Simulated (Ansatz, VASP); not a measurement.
**One calculation of Sb, two programs**

```
Sb
1.0
     3.41954    0.00000    0.00000
    -1.70977    2.96140    0.00000
     0.00000    0.00000    5.33000
Sb
2
Direct
  0.33333 0.66667 0.25000
  0.66667 0.33333 0.75000
```

Change from the starting cell: strain +0.015 along x and y, +0.000 along z, atoms carried along.

Alike in both runs: task single point; functional PBE; dispersion D3(BJ); k mesh 18 × 18 × 10; occupations gaussian, width 0.15 eV; no spin polarisation.

|  | VASP | Ansatz |
| --- | --- | --- |
| version | VASP 6.6.1 | Ansatz 0.2.0 |
| potentials or method | VASP PAW PBE potentials, release 64 (Sb), cutoff 520 eV | scalar-relativistic, plane waves, PAW |
| valence electrons in the cell | 10 | 30 |

```tsv
	VASP	Ansatz	Ansatz less VASP
gap on the k mesh at the Fermi level (eV)	none	none	-
pressure (GPa)	-2.1	-2.0	+0.14
traceless stress, the component that is largest in VASP (GPa)	0.75	0.76	+0.008
```

A gap of «none» marks a metal or a gap that the smearing closes. VASP's potentials hold 10 valence electrons a cell and Ansatz's 30, so a difference there can come from the potentials and not from the codes.

Neither program's run includes spin-orbit coupling.
